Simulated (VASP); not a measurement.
# F (Im-3m) in VASP: notebook

Runs on F. Level: PBEsol. Tasks: density of states.

Program: VASP 6.6.1. These are calculated values, not measurements. Logs are shortened: lines on timing, memory, paths and dates and some standing lists are left out, and cuts for length are marked.

## (1) The cell of the first run

It takes space group Im-3m (No. 229, cubic). The conventional cell has a = 2.495 Å, b = 2.495 Å, c = 2.495 Å, α = 90.00°, β = 90.00°, γ = 90.00°. Within 2.9 Å of F (site symmetry m-3m) lie 14 F at 2.16 to 2.49 Å.

## (2) Density of states, PBEsol (volume scaled by 0.84)

POSCAR reads:

```
F
1.0
   -1.2473276190      1.2473276190      1.2473276190
    1.2473276190     -1.2473276190      1.2473276190
    1.2473276190      1.2473276190     -1.2473276190
F
1
Direct
    0.0000000000      0.0000000000      0.0000000000
```

INCAR.step1 reads:

```
SYSTEM = F
ALGO     = Normal         ! electronic algorithm
EDIFF    = 1E-6           ! SCF threshold, eV
ENCUT    = 520            ! plane-wave cutoff, eV
GGA      = PS             ! functional
ISIF     = 2              ! what is computed and relaxed
ISMEAR   = -1             ! smearing method
LASPH    = .TRUE.         ! aspherical terms in the spheres
LCHARG   = .TRUE.         ! write CHGCAR
LREAL    = .FALSE.        ! projectors in reciprocal space
LWAVE    = .FALSE.        ! write WAVECAR
NBANDS   = 10             ! bands
NELM     = 60             ! most SCF steps
PREC     = Accurate       ! precision mode
SIGMA    = 0.1            ! smearing width, eV
```

KPOINTS.step1 reads:

```
k-points
0
G
  20 20 20
  0 0 0
```

INCAR.step2 reads:

```
SYSTEM = F
ALGO     = Normal         ! electronic algorithm
EDIFF    = 1E-6           ! SCF threshold, eV
ENCUT    = 520            ! plane-wave cutoff, eV
GGA      = PS             ! functional
ICHARG   = 11             ! starting density
ISIF     = 2              ! what is computed and relaxed
ISMEAR   = -5             ! smearing method
LASPH    = .TRUE.         ! aspherical terms in the spheres
LCHARG   = .FALSE.        ! write CHGCAR
LORBIT   = 11             ! projections on sites
LREAL    = .FALSE.        ! projectors in reciprocal space
LWAVE    = .FALSE.        ! write WAVECAR
NBANDS   = 10             ! bands
NEDOS    = 1001           ! points of the DOS
NELM     = 60             ! most SCF steps
PREC     = Accurate       ! precision mode
SIGMA    = 0.1            ! smearing width, eV
```

KPOINTS.step2 reads:

```
k-points
0
G
  30 30 30
  0 0 0
```

Potentials or basis: VASP PAW PBE potentials, release 64 (F).

On the command line:

```sh
$ cat potpaw_PBE.64/F/POTCAR > POTCAR
$ cp INCAR.step1 INCAR
$ cp KPOINTS.step1 KPOINTS
$ mpirun -np 1 vasp_std > vasp.out
$ cp INCAR.step2 INCAR
$ cp KPOINTS.step2 KPOINTS
$ mpirun -np 1 vasp_std > vasp.out
```

OUTCAR:

```text
SYSTEM = F
   EDIFF = 1E-6
   ENCUT = 520
   GGA = PS
   ICHARG = 11
   ISIF = 2
   ISMEAR = -5
   LASPH = .TRUE.
   LORBIT = 11
   LREAL = .FALSE.
   NELM = 60
   PREC = Accurate

 ion  position               nearest neighbor table
   1  0.000  0.000  0.000-

  LATTYP: Found a body centered cubic cell.
 ALAT       =     2.4946552380

  Lattice vectors:

 A1 = (  -1.2473276190,   1.2473276190,   1.2473276190)
 A2 = (   1.2473276190,  -1.2473276190,   1.2473276190)
 A3 = (   1.2473276190,   1.2473276190,  -1.2473276190)

Analysis of symmetry for initial positions (statically):
=====================================================================
 Subroutine PRICEL returns:
 Original cell was already a primitive cell.

 Routine SETGRP: Setting up the symmetry group for a
 body centered cubic supercell.

 Subroutine GETGRP returns: Found 48 space group operations
 (whereof 48 operations were pure point group operations)
 out of a pool of 48 trial point group operations.

The static configuration has the point symmetry O_h .

Analysis of symmetry for dynamics (positions and initial velocities):
=====================================================================
 Subroutine PRICEL returns:
 Original cell was already a primitive cell.

 Routine SETGRP: Setting up the symmetry group for a
 body centered cubic supercell.

 Subroutine GETGRP returns: Found 48 space group operations
 (whereof 48 operations were pure point group operations)
 out of a pool of 48 trial point group operations.

The dynamic configuration has the point symmetry O_h .

 Subroutine INISYM returns: Found 48 space group operations
 (whereof 48 operations are pure point group operations),
 and found     1 'primitive' translations

----------------------------------------------------------------------------------------

                                     Primitive cell

  volume of cell :       7.7625

  direct lattice vectors                    reciprocal lattice vectors
    -1.247327619  1.247327619  1.247327619     0.000000000  0.400856994  0.400856994
     1.247327619 -1.247327619  1.247327619     0.400856994  0.000000000  0.400856994
     1.247327619  1.247327619 -1.247327619     0.400856994  0.400856994  0.000000000

  length of vectors
     2.160434810  2.160434810  2.160434810     0.566897398  0.566897398  0.566897398

  position of ions in fractional coordinates (direct lattice)
     0.000000000  0.000000000  0.000000000

  ion indices of the primitive-cell ions
   primitive index   ion index
                 1           1

----------------------------------------------------------------------------------------

 KPOINTS: k-points

Automatic generation of k-mesh.
 Grid dimensions read from file:
 generate k-points for:   30   30   30

 Generating k-lattice:

  Cartesian coordinates                     Fractional coordinates (reciprocal lattice)
     0.000000000  0.013361900  0.013361900     0.033333333  0.000000000  0.000000000
     0.013361900  0.000000000  0.013361900     0.000000000  0.033333333  0.000000000
     0.013361900  0.013361900  0.000000000     0.000000000  0.000000000  0.033333333

  Length of vectors
     0.018896580  0.018896580  0.018896580

  Shift w.r.t. Gamma in fractional coordinates (k-lattice)
     0.000000000  0.000000000  0.000000000

 TETIRR: Found  32549 inequivalent tetrahedra from   162000

 Subroutine IBZKPT returns following result:
 ===========================================

 Found    752 irreducible k-points:

 Following reciprocal coordinates:
            Coordinates               Weight
  0.000000  0.000000  0.000000      1.000000
  0.033333  0.000000  0.000000     12.000000
  0.066667  0.000000  0.000000     12.000000
  0.100000  0.000000  0.000000     12.000000
  0.133333  0.000000  0.000000     12.000000
  0.166667  0.000000  0.000000     12.000000
[... 16 lines left out ...]
  0.233333  0.033333  0.000000     48.000000
  0.266667  0.033333 -0.000000     48.000000
 [... further k-points ...]
   k-points           NKPTS =    752   k-points in BZ     NKDIM =    752   number of bands    NBANDS=     10
   number of dos      NEDOS =   1001   number of ions     NIONS =      1
   total plane-waves  NPLWV =   4096
   dimension x,y,z NGX =    16 NGY =   16 NGZ =   16
   dimension x,y,z NGXF=    32 NGYF=   32 NGZF=   32
   ions per type =               1
   NGX,Y,Z   is equivalent  to a cutoff of  12.31, 12.31, 12.31 a.u.
   NGXF,Y,Z  is equivalent  to a cutoff of  24.62, 24.62, 24.62 a.u.
 SYSTEM =  F
   PREC   = accura    normal or accurate (medium, high low for compatibility)
   ISTART =      0    job   : 0-new  1-cont  2-samecut
   ICHARG =     11    charge: 1-file 2-atom 10-const
   ISPIN  =      1    spin polarized calculation?
   LNONCOLLINEAR =      F non collinear calculations
   LSORBIT =      F    spin-orbit coupling
   LASPH  =      T    aspherical Exc in radial PAW
   ENCUT  =  520.0 eV  38.22 Ry    6.18 a.u.   4.02  4.02  4.02*2*pi/ulx,y,z
   NELM   =     60;   NELMIN=  2; NELMDL=  0     # of ELM steps
   EDIFF  = 0.1E-05   stopping-criterion for ELM
   LREAL  =      F    real-space projection
   EDIFFG = 0.1E-04   stopping-criterion for IOM
   NSW    =      0    number of steps for IOM
   IBRION =     -1    ionic relax: 0-MD 1-quasi-New 2-CG
   NFREE  =      0    steps in history (QN), initial steepest desc. (CG)
   ISIF   =      2    stress and relaxation
   ISYM   =      2    0-nonsym 1-usesym 2-fastsym
   POTIM  = 0.5000    time-step for ionic-motion
   TEBEG  =    0.0;   TEEND  =   0.0 temperature during run
   PSTRESS=    0.0 pullay stress
   NELECT =       7.0000    total number of electrons
   NUPDOWN=      -1.0000    fix difference up-down
   EMIN   =  10.00;   EMAX   =-10.00  energy-range for DOS
   EFERMI =   0.00;   METHOD = LEGACY
   ISMEAR =    -5;   SIGMA  =   0.10  broadening in eV -4-tet -1-fermi 0-gaus
   EFERMI_NEDOS =   21; number of points for ismear=-14 and -15
   IALGO  =     38    algorithm
   IMIX   =      4    mixing-type and parameters
     AMIX     =   0.40;   BMIX     =  1.00
     AMIX_MAG =   1.60;   BMIX_MAG =  1.00
  volume/ion in A,a.u.               =       7.76        52.38
  Fermi-wavevector in a.u.,A,eV,Ry     =   1.581638  2.988862 34.036027  2.501577
  Thomas-Fermi vector in A             =   2.681683
   LORBIT       =     11    0 simple, 1 ext, 2 COOP (PROOUT), +10 PAW based schemes
   GGA     = PS    functional components
   LHFCALC =     F    Hartree Fock is set to
   AEXX    =    0.0000 exact exchange contribution
   IVDW    =     0    specifies the selected vdW correction
   LEPSILON=     F    determine dielectric tensor
   LRPA    =     F    only Hartree local field effects (RPA)
 non-spin polarized calculation
 Fermi weights with tetrahedron method with Bloechl corrections
  energy-cutoff  :      520.00
  volume of cell :        7.76
 maximum number of plane-waves:       236

 number of electron       7.0000001 magnetization

 Free energy of the ion-electron system (eV)
  ---------------------------------------------------
  ext. energy  EPLUGINS =         0.00000000
  ---------------------------------------------------
  free energy    TOTEN  =        -0.90073645 eV

  energy without entropy =       -0.90073645  energy(sigma->0) =       -0.90073645

 E-fermi :  -0.6845     XC(G=0): -12.1744

 val. band max:       -0.6769090944   @ k =  -0.3667  -0.4000   0.0333
 cond. band min:      -0.6881664456   @ k =   0.3667   0.1000   0.0667
 fundamental gap:     -0.0112573512
 Fermi energy:        -0.6845169954

 k-point     1 :       0.0000    0.0000    0.0000
  band No.  band energies     occupation
      1     -24.3959      2.00000
      2       0.0011      0.00000
      3       0.0011      0.00000
      4       0.0011      0.00000
      5      15.4790      0.00000
      6      39.0083      0.00000
      7      39.0083      0.00000
      8      39.0083      0.00000
      9      42.6120      0.00000
     10      42.6120      0.00000

 k-point     2 :       0.0333    0.0000    0.0000
  band No.  band energies     occupation
      1     -24.3693      2.00000
      2      -0.0785      0.00000
      3      -0.0173      0.00000
      4      -0.0014      0.00000
      5      15.5558      0.00000
      6      38.6255      0.00000
      7      38.6548      0.00000
      8      39.0939      0.00000
      9      41.7606      0.00000
     10      42.2335      0.00000

 k-point     3 :       0.0667    0.0000    0.0000
  band No.  band energies     occupation
      1     -24.2908      2.00000
      2      -0.3113     -0.04776
      3      -0.0714      0.00000
      4      -0.0085      0.00000
      5      15.7795      0.00000
      6      37.3727      0.00000
      7      37.8151      0.00000
      8      39.3486      0.00000
      9      41.1729      0.00000
     10      41.5307      0.00000

 k-point     4 :       0.1000    0.0000    0.0000
  band No.  band energies     occupation
      1     -24.1609      2.00000
      2      -0.6802      1.13580
      3      -0.1580      0.00000
      4      -0.0201      0.00000
      5      16.1322      0.00000
      6      35.6448      0.00000
      7      36.7946      0.00000
      8      39.7668      0.00000
      9      40.8353      0.00000
     10      41.1788      0.00000
[... 222 lines left out ...]
 k-point    22 :       0.2000    0.0333   -0.0000
  band No.  band energies     occupation
      1     -23.3410      2.00000
      2      -2.7060      2.00000
      3      -0.6460      0.47133
      4      -0.1135      0.00000
      5      18.0244      0.00000
      6      29.8836      0.00000
      7      33.1670      0.00000
      8      39.2570      0.00000
      9      42.3649      0.00000
     10      42.9097      0.00000

 k-point    23 :       0.2333    0.0333    0.0000
  band No.  band energies     occupation
      1     -23.0387      2.00000
      2      -3.3654      2.00000
      3      -0.8109      2.06318
      4      -0.1389      0.00000
      5      18.6010      0.00000
      6      28.5961      0.00000
      7      32.3855      0.00000
      8      39.0582      0.00000
      9      43.3215      0.00000
     10      43.4895      0.00000

 k-point    24 :       0.2667    0.0333   -0.0000
  band No.  band energies     occupation
      1     -22.7200      2.00000
      2      -4.0222      2.00000
      3      -0.9727      2.00000
      4      -0.1647      0.00000
      5      19.1452      0.00000
      6      27.4967      0.00000
      7      31.6947      0.00000
      8      38.9457      0.00000
      9      44.0932      0.00000
     10      44.3359      0.00000

 [... further k-points ...]
[... 5 lines left out ...]
  --------------------------------------------------------------------------------------
  -------------------------------------------------------------------------------------
  Total        0.8071955      0.8071955      0.8071955      0.0000000      0.0000000     -0.0000000
  in kB      166.6048771    166.6048771    166.6048771      0.0000000      0.0000000     -0.0000000
  external PRESSURE =     166.6048771 kB  Pullay stress =       0.0000000 kB

 VOLUME and BASIS-vectors are now :
 -----------------------------------------------------------------------------
  energy-cutoff  :      520.00
  volume of cell :        7.76
      direct lattice vectors                 reciprocal lattice vectors
    -1.247327619  1.247327619  1.247327619     0.000000000  0.400856994  0.400856994
     1.247327619 -1.247327619  1.247327619     0.400856994  0.000000000  0.400856994
     1.247327619  1.247327619 -1.247327619     0.400856994  0.400856994  0.000000000

 POSITION                                       TOTAL-FORCE (eV/Angst)
 -----------------------------------------------------------------------------------
      0.00000      0.00000      0.00000        -0.000000      0.000000     -0.000000
 -----------------------------------------------------------------------------------
    total drift:                                0.000000     -0.000000     -0.000000

  FREE ENERGIE OF THE ION-ELECTRON SYSTEM (eV)
  ---------------------------------------------------
  free  energy   TOTEN  =        -0.9007364467 eV

  energy  without entropy=       -0.9007364467  energy(sigma->0) =       -0.90073645

 total charge

# of ion       s       p       d       tot
------------------------------------------
    1        1.777   4.008   0.000   5.785
```

Wall time 87 s (1 thread of Intel Xeon 6975P-C, shared host); peak memory 0.21 GiB.

What came out:

```yaml
Valence_electrons_inside_the_program's_atomic_spheres: F 5.79
```

Caveat: the cell differs from its parent crystal (volume scaled by 0.84); the PAW data sets were made with another functional, which shifts forces and pressure a little; an odd number of electrons without spin polarisation forces a metal; a magnetic or distorted state may lie lower; tetrahedron occupations give inexact forces and stress in metals.

## (3) Density of states, PBEsol

This run uses another cell than the first one, of 9.24 Å³/atom, 1.190 times its volume.

POSCAR reads:

```
F
1.0
   -1.3219674954      1.3219674954      1.3219674954
    1.3219674954     -1.3219674954      1.3219674954
    1.3219674954      1.3219674954     -1.3219674954
F
1
Direct
    0.0000000000      0.0000000000      0.0000000000
```

INCAR.step1 reads:

```
  PREC = Accurate
  ENCUT = 520
  EDIFF = 1E-6
  ISMEAR = -1
  SIGMA = 0.1
  LREAL = False
  LASPH = True
  NELM = 100
  ALGO = Normal
  ISIF = 2
  LWAVE = False
  LCHARG = True
  GGA = PS
  NBANDS = 10
```

KPOINTS.step1 reads:

```
regular mesh
0
Gamma
  20 20 20
```

INCAR.step2 reads:

```
  PREC = Accurate
  ENCUT = 520
  EDIFF = 1E-6
  ISMEAR = -5
  SIGMA = 0.1
  LREAL = False
  LASPH = True
  NELM = 100
  ALGO = Normal
  ISIF = 2
  LWAVE = False
  LCHARG = False
  GGA = PS
  LORBIT = 11
  NBANDS = 10
  NEDOS = 1001
  ICHARG = 11
```

KPOINTS.step2 reads:

```
regular mesh
0
Gamma
  30 30 30
```

Potentials or basis: VASP PAW PBE potentials, release 64 (F).

On the command line:

```sh
$ cat potpaw_PBE.64/F/POTCAR > POTCAR
$ cp INCAR.step1 INCAR
$ cp KPOINTS.step1 KPOINTS
$ mpirun -np 1 vasp_std > vasp.out
$ cp INCAR.step2 INCAR
$ cp KPOINTS.step2 KPOINTS
$ mpirun -np 1 vasp_std > vasp.out
```

Wall time 2.2 min (1 thread of Intel Xeon 6975P-C, shared host); peak memory 0.22 GiB.

It converged, with:

* Valence electrons inside the program's atomic spheres: F 5.75

Levels at points of the mesh, in eV from the Fermi level:
| k point | band 2 | band 3 | band 4 | band 5 | band 6 | band 7 |
| --- | --- | --- | --- | --- | --- | --- |
| (0.00, 0.00, 0.00) | 0.52 | 0.52 | 0.52 | 14.23 | 37.32 | 37.32 |
| (0.50, 0.00, 0.00) | -4.55 | -0.66 | 0.35 | 20.09 | 23.26 | 29.01 |
| (0.50, 0.50, 0.50) | -2.30 | -2.30 | -2.30 | 20.19 | 20.19 | 33.05 |

Caveat: the PAW data sets were made with another functional, which shifts forces and pressure a little; an odd number of electrons without spin polarisation forces a metal; a magnetic or distorted state may lie lower; tetrahedron occupations give inexact forces and stress in metals.

[end of part 1 of 2]
